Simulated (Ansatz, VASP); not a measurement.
# Mg3Co in VASP and in Ansatz

```
CELL_PARAMETERS angstrom
0.00000 3.18775 3.18775
3.18775 0.00000 3.18775
3.18775 3.18775 0.00000
ATOMIC_POSITIONS crystal
Co 0.00000 0.00000 0.00000
Mg 0.75000 0.75000 0.75000
Mg 0.50000 0.50000 0.50000
Mg 0.25000 0.25000 0.25000
```

Alike in both runs: task single point; functional PBE; k mesh 7 × 7 × 7; occupations fermi-dirac, width 0.05 eV; collinear spin.

|  | VASP | Ansatz |
| --- | --- | --- |
| version | VASP 6.6.1 | Ansatz 0.2.0 |
| potentials or method | VASP PAW PBE potentials, release 64 (Co, Mg) | Ansatz PAW |
| plane-wave cutoff (eV) | 520 | 420 |
| valence electrons in the cell | 15 | 47 |

```csv
,VASP,Ansatz,Ansatz less VASP
gap on the k mesh at the Fermi level (eV),none,none,-
pressure (GPa),4.5,4.5,+0.04
net moment per atom (μB),0.11,0.11,+0.002
size of the moment on the site where the two differ most (μB),0.46,0.47,+0.016
```

Site moments also hang on the region over which each program counts them. A gap of «none» marks a metal or a gap that the smearing closes. VASP's potentials hold 15 valence electrons a cell and Ansatz's 47, so a difference there can come from the potentials and not from the codes.
